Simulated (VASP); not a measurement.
A run of VASP 6.6.1:

POSCAR

```
YSe
1.0
    0.0000000000      2.8610738447      2.8610738447
    2.8610738447      0.0000000000      2.8610738447
    2.8610738447      2.8610738447      0.0000000000
Y Se
1 1
Direct
    0.0000000000      0.0000000000      0.0000000000
    0.5000000000      0.5000000000      0.5000000000
```

Contents of INCAR.step1:

```
PREC = Accurate ; ENCUT = 520
ISMEAR = -1 ; SIGMA = 0.05
LREAL = False ; LASPH = True
NELM = 100 ; NBANDS = 16
GGA = PE ; ALGO = Normal
EDIFF = 1E-4 ; LWAVE = True
LCHARG = False
```

File INCAR.step2:

```
PREC = Accurate ; ENCUT = 520
EDIFF = 1E-6 ; ISMEAR = -1
SIGMA = 0.05 ; LREAL = False
LASPH = True ; NELM = 100
ALGO = Normal ; ISIF = 2
LWAVE = False ; LCHARG = True
METAGGA = R2SCAN ; LMIXTAU = True
LELF = True ; LVHAR = True
NBANDS = 16 ; ISTART = 1
```

The input KPOINTS:

```
Automatic mesh
0
Gamma
  5 5 5
```

Potentials or basis: VASP PAW PBE potentials, release 64 (Y_sv, Se).

Run with:

```sh
$ cat potpaw_PBE.64/Y_sv/POTCAR potpaw_PBE.64/Se/POTCAR > POTCAR
$ cp INCAR.step1 INCAR
$ mpirun -np 1 vasp_std > vasp.out
$ cp INCAR.step2 INCAR
$ mpirun -np 1 vasp_std > vasp.out
```

Hardware: 1 thread of Intel(R) Xeon(R) 6975P-C (Granite Rapids), with other jobs on the host.

Problem. How long does it take, and how much memory?

Solution. Wall time 31 s on 1 thread of Intel(R) Xeon(R) 6975P-C (Granite Rapids), with other jobs on the host, peak memory 0.18 GiB. Counts: k points 10.
